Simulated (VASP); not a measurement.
Write the native input for VASP 6.6.1 that does the following.

* Task: relaxation of the atoms
* Functional: PBEsol
* Potentials or basis: VASP PAW PBE potentials, release 64 (Sc_sv)
* Cutoff: 520 eV
* k mesh: 14 × 14 × 14
* Occupations: fermi-dirac, width 0.0134 eV
* Spin: no spin polarisation
* Dipole correction: no
* Further INCAR settings: ALGO = Normal; EDIFF = 1e-06; IBRION = 2; EDIFFG = -0.03; NSW = 100

The structure of Sc lies in POSCAR:

```
Sc
1.0
   -1.6950560000      1.6950560000      1.6950560000
    1.6950560000     -1.6950560000      1.6950560000
    1.6950560000      1.6950560000     -1.6950560000
Sc
1
Direct
    0.0000000000      0.0000000000      0.0000000000
```

This isn't the form of Sc at room conditions, which is hcp.

The input as run:

INCAR

```
PREC     = Accurate       # precision mode
ENCUT    = 520            # plane-wave cutoff, eV
EDIFF    = 1E-6           # SCF threshold, eV
ISMEAR   = -1             # smearing method
SIGMA    = 0.0134         # smearing width, eV
LREAL    = False          # projectors in reciprocal space
LASPH    = True           # aspherical terms in the spheres
NELM     = 60             # most SCF steps
ALGO     = Normal         # electronic algorithm
ISIF     = 2              # what is computed and relaxed
LWAVE    = False          # write WAVECAR
LCHARG   = False          # write CHGCAR
GGA      = PS             # functional
IBRION   = 2              # ionic algorithm
NSW      = 100            # ionic steps
EDIFFG   = -0.03          # ionic threshold
```

KPOINTS

```
regular mesh
0
Gamma
  14 14 14
```

Potentials or basis: VASP PAW PBE potentials, release 64 (Sc_sv).

Command:

```bash
$ cat potpaw_PBE.64/Sc_sv/POTCAR > POTCAR
$ mpirun -np 1 vasp_std > vasp.out
```

Results of the run:

```
Pressure after relaxing : 15.3 GPa
Band gap on the k mesh  : zero (an odd number of electrons rules out a gap without spin polarisation)
```

Caveat: the relaxation stopped at its first step, so nothing moved; the PAW data sets were made with another functional, which shifts forces and pressure a little.

Run time: 14 s on 1 thread of AMD EPYC 9R14 (Zen 4) (shared host), peak memory 0.11 GiB.
